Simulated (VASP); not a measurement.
# RbCl (Fm-3m) in VASP: a series of runs

RbCl is run at these levels: PBE; tasks: single point.

All numbers are computed with VASP 6.6.1; they aren't measurements. Logs are shortened: lines on timing, memory, paths and dates and some standing lists are left out, and cuts for length are marked.

## Step 1: The cell of the first run

Symmetry: Fm-3m, No. 225, cubic system. The conventional cell has a = 6.720 Å, b = 6.720 Å, c = 6.720 Å, α = 90.00°, β = 90.00°, γ = 90.00°. Within 4.4 Å of Rb (site symmetry m-3m) lie 6 Cl at 3.36 Å. Cl (site symmetry m-3m) has 6 Rb at 3.36 Å within 4.4 Å.

## Step 2: Single point, PBE (37.93 Å³/atom)

File INCAR:

```
SYSTEM = RbCl
PREC = Accurate
ENCUT = 500
EDIFF = 1E-6
ISMEAR = 0
SIGMA = 0.01
LREAL = .False.
LASPH = .True.
NELM = 120
ALGO = Normal
ISIF = 2
LWAVE = .False.
LCHARG = .False.
GGA = PE
NBANDS = 15
GGA_COMPAT = .False.
```

File KPOINTS:

```
Automatic mesh
0
Gamma
  4 4 4
  0 0 0
```

File POSCAR:

```
RbCl
1.0
    0.0000000000      3.3600161088      3.3600161088
    3.3600161088      0.0000000000      3.3600161088
    3.3600161088      3.3600161088      0.0000000000
Rb Cl
1 1
Direct
    0.0000000000      0.0000000000      0.0000000000
    0.5000000000      0.5000000000      0.5000000000
```

Potentials or basis: VASP PAW PBE potentials, release 64 (Rb_sv, Cl).

Run with:

```
$ cat potpaw_PBE.64/Rb_sv/POTCAR potpaw_PBE.64/Cl/POTCAR > POTCAR
$ mpirun -np 1 vasp_std > vasp.out
```

OUTCAR:

```text
SYSTEM = RbCl
   PREC = Accurate
   ENCUT = 500
   EDIFF = 1E-6
   ISMEAR = 0
   LREAL = .False.
   LASPH = .True.
   NELM = 120
   ISIF = 2
   GGA = PE

 ion  position               nearest neighbor table
   1  0.000  0.000  0.000-   2 3.36   2 3.36   2 3.36   2 3.36   2 3.36   2 3.36
   2  0.500  0.500  0.500-   1 3.36   1 3.36   1 3.36   1 3.36   1 3.36   1 3.36

  LATTYP: Found a face centered cubic cell.
 ALAT       =     6.7200322176

  Lattice vectors:

 A1 = (   0.0000000000,   3.3600161088,   3.3600161088)
 A2 = (   3.3600161088,   0.0000000000,   3.3600161088)
 A3 = (   3.3600161088,   3.3600161088,   0.0000000000)

Analysis of symmetry for initial positions (statically):
=====================================================================
 Subroutine PRICEL returns:
 Original cell was already a primitive cell.

 Routine SETGRP: Setting up the symmetry group for a
 face centered cubic supercell.

 Subroutine GETGRP returns: Found 48 space group operations
 (whereof 48 operations were pure point group operations)
 out of a pool of 48 trial point group operations.

The static configuration has the point symmetry O_h .

Analysis of symmetry for dynamics (positions and initial velocities):
=====================================================================
 Subroutine PRICEL returns:
 Original cell was already a primitive cell.

 Routine SETGRP: Setting up the symmetry group for a
 face centered cubic supercell.

 Subroutine GETGRP returns: Found 48 space group operations
 (whereof 48 operations were pure point group operations)
 out of a pool of 48 trial point group operations.

The dynamic configuration has the point symmetry O_h .

 Subroutine INISYM returns: Found 48 space group operations
 (whereof 48 operations are pure point group operations),
 and found     1 'primitive' translations

----------------------------------------------------------------------------------------

                                     Primitive cell

  volume of cell :      75.8672

  direct lattice vectors                    reciprocal lattice vectors
     0.000000000  3.360016109  3.360016109    -0.148808810  0.148808810  0.148808810
     3.360016109  0.000000000  3.360016109     0.148808810 -0.148808810  0.148808810
     3.360016109  3.360016109  0.000000000     0.148808810  0.148808810 -0.148808810

  length of vectors
     4.751780351  4.751780351  4.751780351     0.257744420  0.257744420  0.257744420

  position of ions in fractional coordinates (direct lattice)
     0.000000000  0.000000000  0.000000000
     0.500000000  0.500000000  0.500000000

  ion indices of the primitive-cell ions
   primitive index   ion index
                 1           1
                 2           2

----------------------------------------------------------------------------------------

 KPOINTS: Automatic mesh

Automatic generation of k-mesh.
 Grid dimensions read from file:
 generate k-points for:    4    4    4

 Generating k-lattice:

  Cartesian coordinates                     Fractional coordinates (reciprocal lattice)
    -0.037202203  0.037202203  0.037202203     0.250000000  0.000000000  0.000000000
     0.037202203 -0.037202203  0.037202203     0.000000000  0.250000000  0.000000000
     0.037202203  0.037202203 -0.037202203     0.000000000  0.000000000  0.250000000

  Length of vectors
     0.064436105  0.064436105  0.064436105

  Shift w.r.t. Gamma in fractional coordinates (k-lattice)
     0.000000000  0.000000000  0.000000000

 Subroutine IBZKPT returns following result:
 ===========================================

 Found      8 irreducible k-points:

 Following reciprocal coordinates:
            Coordinates               Weight
  0.000000  0.000000  0.000000      1.000000
  0.250000  0.000000  0.000000      8.000000
  0.500000  0.000000  0.000000      4.000000
  0.250000  0.250000  0.000000      6.000000
  0.500000  0.250000  0.000000     24.000000
 -0.250000  0.250000  0.000000     12.000000
  0.500000  0.500000  0.000000      3.000000
 -0.250000  0.500000  0.250000      6.000000
   k-points           NKPTS =      8   k-points in BZ     NKDIM =      8   number of bands    NBANDS=     15
   number of dos      NEDOS =    301   number of ions     NIONS =      2
   total plane-waves  NPLWV =  46656
   dimension x,y,z NGX =    36 NGY =   36 NGZ =   36
   dimension x,y,z NGXF=    72 NGYF=   72 NGZF=   72
   ions per type =               1   1
   NGX,Y,Z   is equivalent  to a cutoff of  12.59, 12.59, 12.59 a.u.
   NGXF,Y,Z  is equivalent  to a cutoff of  25.19, 25.19, 25.19 a.u.
 SYSTEM =  RbCl
   PREC   = accura    normal or accurate (medium, high low for compatibility)
   ISTART =      0    job   : 0-new  1-cont  2-samecut
   ICHARG =      2    charge: 1-file 2-atom 10-const
   ISPIN  =      1    spin polarized calculation?
   LNONCOLLINEAR =      F non collinear calculations
   LSORBIT =      F    spin-orbit coupling
   LASPH  =      T    aspherical Exc in radial PAW
   ENCUT  =  500.0 eV  36.75 Ry    6.06 a.u.   8.66  8.66  8.66*2*pi/ulx,y,z
   NELM   =    120;   NELMIN=  2; NELMDL= -5     # of ELM steps
   EDIFF  = 0.1E-05   stopping-criterion for ELM
   LREAL  =      F    real-space projection
[... 7 lines left out ...]
   TEBEG  =    0.0;   TEEND  =   0.0 temperature during run
   PSTRESS=    0.0 pullay stress
   NELECT =      16.0000    total number of electrons
   NUPDOWN=      -1.0000    fix difference up-down
   EMIN   =  10.00;   EMAX   =-10.00  energy-range for DOS
   EFERMI =   0.00;   METHOD = LEGACY
   ISMEAR =     0;   SIGMA  =   0.01  broadening in eV -4-tet -1-fermi 0-gaus
   EFERMI_NEDOS =   21; number of points for ismear=-14 and -15
   IALGO  =     38    algorithm
   IMIX   =      4    mixing-type and parameters
     AMIX     =   0.40;   BMIX     =  1.00
     AMIX_MAG =   1.60;   BMIX_MAG =  1.00
  volume/ion in A,a.u.               =      37.93       255.99
  Fermi-wavevector in a.u.,A,eV,Ry     =   0.974459  1.841460 12.919683  0.949570
  Thomas-Fermi vector in A             =   2.104920
   LORBIT       =      0    0 simple, 1 ext, 2 COOP (PROOUT), +10 PAW based schemes
   GGA     = PE    functional components
   LHFCALC =     F    Hartree Fock is set to
   AEXX    =    0.0000 exact exchange contribution
   IVDW    =     0    specifies the selected vdW correction
   LEPSILON=     F    determine dielectric tensor
   LRPA    =     F    only Hartree local field effects (RPA)
 non-spin polarized calculation
 Gauss-broadening in eV      SIGMA  =   0.01
  energy-cutoff  :      500.00
  volume of cell :       75.87
 maximum number of plane-waves:      1964
 NGX is ok and might be reduce to    36
   NGX = 17   NGY = 17   NGZ = 17

 number of electron      15.9999999 magnetization

 Free energy of the ion-electron system (eV)
  ---------------------------------------------------
  ext. energy  EPLUGINS =         0.00000000
  ---------------------------------------------------
  free energy    TOTEN  =        -6.67555917 eV

  energy without entropy =       -6.67555917  energy(sigma->0) =       -6.67555917

 E-fermi :  -1.9892     XC(G=0):  -7.1034

 val. band max:       -2.1002164729   @ k =   0.0000   0.0000   0.0000
 cond. band min:       2.7030637178   @ k =   0.0000   0.0000   0.0000
 fundamental gap:      4.8032801907
 Fermi energy:        -1.9892399628

 k-point     1 :       0.0000    0.0000    0.0000
  band No.  band energies     occupation
      1     -26.1766      2.00000
      2     -14.0454      2.00000
      3     -10.2254      2.00000
      4     -10.2254      2.00000
      5     -10.2254      2.00000
      6      -2.1002      2.00000
      7      -2.1002      2.00000
      8      -2.1002      2.00000
      9       2.7031      0.00000
     10       5.8440      0.00000
     11       5.8440      0.00000
     12       5.8440      0.00000
     13       6.7879      0.00000
     14       6.7879      0.00000
     15       9.8038      0.00000

 k-point     2 :       0.2500    0.0000    0.0000
  band No.  band energies     occupation
      1     -26.1709      2.00000
      2     -14.0680      2.00000
      3     -10.2311      2.00000
      4     -10.2311      2.00000
      5     -10.2186      2.00000
      6      -2.5293      2.00000
      7      -2.2490      2.00000
      8      -2.2490      2.00000
      9       3.8950      0.00000
     10       5.5927      0.00000
     11       6.5537      0.00000
     12       6.5537      0.00000
     13       7.5724      0.00000
     14       7.5724      0.00000
     15      11.1736      0.00000

 k-point     3 :       0.5000    0.0000    0.0000
  band No.  band energies     occupation
      1     -26.1652      2.00000
      2     -14.0902      2.00000
      3     -10.2367      2.00000
      4     -10.2367      2.00000
      5     -10.2121      2.00000
      6      -2.8737      2.00000
      7      -2.3884      2.00000
      8      -2.3884      2.00000
      9       5.4352      0.00000
     10       5.6400      0.00000
     11       7.8197      0.00000
     12       7.8197      0.00000
     13       9.0348      0.00000
     14       9.0348      0.00000
     15       9.4477      0.00000

 k-point     4 :       0.2500    0.2500    0.0000
  band No.  band energies     occupation
      1     -26.1692      2.00000
      2     -14.0503      2.00000
      3     -10.2650      2.00000
      4     -10.2650      2.00000
      5     -10.2397      2.00000
      6      -2.5703      2.00000
      7      -2.1675      2.00000
      8      -2.1675      2.00000
      9       4.0138      0.00000
     10       4.7917      0.00000
     11       7.2401      0.00000
     12       7.2470      0.00000
     13       7.2470      0.00000
     14       7.9596      0.00000
     15      10.6731      0.00000

 k-point     5 :       0.5000    0.2500    0.0000
  band No.  band energies     occupation
      1     -26.1636      2.00000
      2     -14.0470      2.00000
      3     -10.3292      2.00000
      4     -10.2711      2.00000
      5     -10.2629      2.00000
      6      -2.5957      2.00000
      7      -2.3613      2.00000
      8      -2.2971      2.00000
      9       4.9441      0.00000
     10       5.5672      0.00000
     11       7.4515      0.00000
     12       7.8430      0.00000
     13       8.1515      0.00000
     14       8.6748      0.00000
     15       9.2917      0.00000

 k-point     6 :      -0.2500    0.2500    0.0000
  band No.  band energies     occupation
      1     -26.1654      2.00000
      2     -14.0649      2.00000
      3     -10.3156      2.00000
      4     -10.2373      2.00000
      5     -10.2209      2.00000
      6      -2.7044      2.00000
      7      -2.3746      2.00000
      8      -2.2711      2.00000
      9       5.0087      0.00000
     10       5.5662      0.00000
     11       7.2125      0.00000
     12       7.2631      0.00000
     13       8.0135      0.00000
     14       8.9327      0.00000
     15       9.3724      0.00000

 k-point     7 :       0.5000    0.5000    0.0000
  band No.  band energies     occupation
      1     -26.1620      2.00000
      2     -14.0027      2.00000
      3     -10.4275      2.00000
      4     -10.3050      2.00000
      5     -10.3050      2.00000
      6      -2.4237      2.00000
      7      -2.2054      2.00000
      8      -2.2054      2.00000
      9       4.1412      0.00000
     10       5.6837      0.00000
     11       7.2639      0.00000
     12       7.8236      0.00000
     13       8.0044      0.00000
     14       9.3281      0.00000
     15       9.3281      0.00000

 k-point     8 :      -0.2500    0.5000    0.2500
  band No.  band energies     occupation
      1     -26.1618      2.00000
      2     -14.0282      2.00000
      3     -10.3663      2.00000
      4     -10.3663      2.00000
      5     -10.2196      2.00000
      6      -2.4877      2.00000
      7      -2.3374      2.00000
      8      -2.3374      2.00000
      9       5.4752      0.00000
     10       5.4752      0.00000
     11       6.9381      0.00000
     12       6.9759      0.00000
     13       9.0741      0.00000
     14       9.3652      0.00000
     15       9.8403      0.00000

------------------------ aborting loop because EDIFF is reached ----------------------------------------

  FORCE on cell =-STRESS in cart. coord.  units (eV):
  Direction    XX          YY          ZZ          XY          YZ          ZX
  --------------------------------------------------------------------------------------
  -------------------------------------------------------------------------------------
  Total       -0.0664865     -0.0664865     -0.0664865      0.0000000      0.0000000     -0.0000000
  in kB       -1.4040748     -1.4040748     -1.4040748      0.0000000      0.0000000     -0.0000000
  external PRESSURE =      -1.4040748 kB  Pullay stress =       0.0000000 kB

 VOLUME and BASIS-vectors are now :
 -----------------------------------------------------------------------------
  energy-cutoff  :      500.00
  volume of cell :       75.87
      direct lattice vectors                 reciprocal lattice vectors
     0.000000000  3.360016109  3.360016109    -0.148808810  0.148808810  0.148808810
     3.360016109  0.000000000  3.360016109     0.148808810 -0.148808810  0.148808810
     3.360016109  3.360016109  0.000000000     0.148808810  0.148808810 -0.148808810

 POSITION                                       TOTAL-FORCE (eV/Angst)
 -----------------------------------------------------------------------------------
      0.00000      0.00000      0.00000        -0.000000     -0.000000     -0.000000
      3.36002      3.36002      3.36002         0.000000      0.000000      0.000000
 -----------------------------------------------------------------------------------
    total drift:                                0.000000      0.000000      0.000000

  FREE ENERGIE OF THE ION-ELECTRON SYSTEM (eV)
  ---------------------------------------------------
  free  energy   TOTEN  =        -6.6755591654 eV

  energy  without entropy=       -6.6755591654  energy(sigma->0) =       -6.67555917
```

It took 14 s on 1 thread of Intel Xeon Platinum 8375C at 2.90GHz (Ice Lake), shared host; peak memory 0.2 GiB.

What came out:

- Free energy: -6.6756 eV
- Pressure: -0.1 GPa
- Band gap on the k mesh: 4.80 eV

Levels at points of the mesh, in eV from the valence-band top:
| k point | band 5 | band 6 | band 7 | band 8 | band 9 | band 10 | band 11 | band 12 |
| --- | --- | --- | --- | --- | --- | --- | --- | --- |
| (0.00, 0.00, 0.00) | -8.13 | 0.00 | 0.00 | 0.00 | 4.80 | 7.94 | 7.94 | 7.94 |
| (0.50, 0.00, 0.00) | -8.11 | -0.77 | -0.29 | -0.29 | 7.54 | 7.74 | 9.92 | 9.92 |
| (0.50, 0.50, 0.00) | -8.20 | -0.32 | -0.11 | -0.11 | 6.24 | 7.78 | 9.36 | 9.92 |

## Step 3: Single point, PBE (39.74 Å³/atom)

This run uses another cell than the first one, of 39.74 Å³/atom.

File INCAR:

```
SYSTEM = RbCl
ALGO = Normal
EDIFF = 1E-6
ENCUT = 500
GGA = PE
GGA_COMPAT = .False.
ISIF = 2
ISMEAR = 0
LASPH = .True.
LCHARG = .False.
LREAL = .False.
LWAVE = .False.
NBANDS = 15
NELM = 120
PREC = Accurate
SIGMA = 0.01
```

File KPOINTS:

```
k-points
0
Gamma
  4 4 4
  0 0 0
```

File POSCAR:

```
RbCl
1.0
    0.0000000000      3.4125248418      3.4125248418
    3.4125248418      0.0000000000      3.4125248418
    3.4125248418      3.4125248418      0.0000000000
Rb Cl
1 1
Direct
    0.0000000000      0.0000000000      0.0000000000
    0.5000000000      0.5000000000      0.5000000000
```

Potentials or basis: VASP PAW PBE potentials, release 64 (Rb_sv, Cl).

Run with:

```
$ cat potpaw_PBE.64/Rb_sv/POTCAR potpaw_PBE.64/Cl/POTCAR > POTCAR
$ mpirun -np 1 vasp_std > vasp.out
```

Run time: 11 s. Hardware: 1 thread of Intel Xeon Platinum 8375C at 2.90GHz (Ice Lake), shared host; peak memory 0.19 GiB.

Results (log left out):

- Free energy: -6.6666 eV
- Pressure: -0.7 GPa
- Band gap on the k mesh: 4.67 eV

Levels at points of the mesh, in eV from the valence-band top:
| k point | band 6 | band 7 | band 8 | band 9 | band 10 | band 11 |
| --- | --- | --- | --- | --- | --- | --- |
| (0.00, 0.00, 0.00) | 0.00 | 0.00 | 0.00 | 4.67 | 7.90 | 7.90 |
| (0.50, 0.00, 0.00) | -0.71 | -0.26 | -0.26 | 7.38 | 7.56 | 9.75 |
| (0.50, 0.50, 0.00) | -0.32 | -0.11 | -0.11 | 6.25 | 7.58 | 9.11 |
